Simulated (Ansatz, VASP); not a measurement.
**MnS in VASP and in Ansatz**

```
Mn S
1.0
     0.00000    2.80000    2.80000
     2.80000    0.00000    2.80000
     2.80000    2.80000    0.00000
Mn S
1 1
Direct
  0.00000 0.00000 0.00000
  0.25000 0.25000 0.25000
```

Alike in both runs: task single point; functional LDA; k mesh 10 × 10 × 10; occupations fermi-dirac, width 0.15 eV; collinear spin.

|  | VASP | Ansatz |
| --- | --- | --- |
| version | VASP 6.6.1 | Ansatz 0.2.0 |
| potentials or method | VASP PAW LDA potentials, release 64 (Mn_pv, S), cutoff 520 eV | plane waves, PAW |
| valence electrons in the cell | 19 | 21 |

```csv
,VASP,Ansatz,Ansatz less VASP
pressure (GPa),-7.3,-6.6,+0.72
net moment per atom (μB),2.29,2.33,+0.040
size of the moment on the site where the two differ most (μB),4.06,3.97,-0.094
```

LDA's correlation is that of Perdew and Zunger in VASP and of Perdew and Wang (1992) in Ansatz. Site moments also hang on the region over which each program counts them. VASP's potentials hold 19 valence electrons a cell and Ansatz's 21, so a difference there can come from the potentials and not from the codes.
